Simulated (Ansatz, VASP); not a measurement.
# SnTe: VASP beside Ansatz

```
CELL_PARAMETERS angstrom
4.53238 0.00000 0.00000
-2.26619 3.92516 0.00000
0.00000 0.00000 11.10445
ATOMIC_POSITIONS crystal
Sn 0.00000 0.00000 0.00000
Sn 0.33333 0.66667 0.33333
Sn 0.66667 0.33333 0.66667
Te 0.66667 0.33333 0.16667
Te 0.00000 0.00000 0.50000
Te 0.33333 0.66667 0.83333
```

Alike in both runs: functional PBE; k mesh 12 × 12 × 4; occupations gaussian, width 0.01 eV; no spin polarisation.

Ansatz relaxed the structure, and its values are those at the end. VASP's run is a single point on that final structure, the one shown.

|  | VASP | Ansatz |
| --- | --- | --- |
| version | VASP 6.6.1 | Ansatz 0.2.0 |
| potentials or method | VASP PAW PBE potentials, release 64 (Sn_d, Te), cutoff 520 eV | scalar-relativistic, plane waves, PAW |
| valence electrons in the cell | 60 | 90 |

```csv
,VASP,Ansatz,Ansatz less VASP
gap on the k mesh at the Fermi level (eV),0.05,0.05,+0.001
least direct gap on the mesh (eV),0.05,0.05,+0.001
pressure (GPa),0.0,0.0,+0.02
```

With one functional, cell and mesh, what is left measures potentials, basis and numerics. VASP's potentials hold 60 valence electrons a cell and Ansatz's 90, so a difference there can come from the potentials and not from the codes.

Spin-orbit coupling is off throughout.
